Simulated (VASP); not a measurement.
Wanted: the native input for a VASP 6.6.1 run.

| Quantity | Value |
| --- | --- |
| Task | single point |
| Functional | LDA |
| Potentials or basis | VASP PAW LDA potentials, release 64 (Mg, O) |
| Cutoff | 520 eV |
| k mesh | 10 × 10 × 10 |
| Occupations | gaussian, width 0.05 eV |
| Spin | no spin polarisation |
| Dipole correction | no |
| Further INCAR settings | ALGO = Normal; EDIFF = 1e-06; NBANDS = 11 |

The structure of MgO lies in POSCAR:

```
MgO
1.0
    2.9574785625      0.0000000000      0.0000000000
   -1.4787392813      2.5612515663      0.0000000000
    0.0000000000      0.0000000000      2.6974267424
Mg O
1 1
Direct
    0.0000000000      0.0000000000      0.0000000000
    0.3333333333      0.6666666667      0.5000000000
```

This cell differs from its parent crystal: volume scaled by 1.02.

One way to write it, as run:

INCAR

```
SYSTEM = MgO
ALGO = Normal
EDIFF = 1E-6
ENCUT = 520
ISIF = 2
ISMEAR = 0
LASPH = .True.
LCHARG = .True.
LELF = .True.
LREAL = .False.
LVHAR = .True.
LWAVE = .False.
NBANDS = 11
NELM = 100
PREC = Accurate
SIGMA = 0.05
```

KPOINTS

```
k-points
0
Gamma
  10 10 10
  0 0 0
```

Potentials or basis: VASP PAW LDA potentials, release 64 (Mg, O).

Command:

```console
$ cat potpaw_LDA.64/Mg/POTCAR potpaw_LDA.64/O/POTCAR > POTCAR
$ mpirun -np 1 vasp_std > vasp.out
```

It gave:

```yaml
Pressure: -13.2 GPa
Band_gap_on_the_k_mesh: 2.81 eV, indirect (least direct gap 3.20 eV)
```

Wall time 10 s on 1 thread of Intel Xeon 6975P-C, on a shared host, peak memory 0.14 GiB.
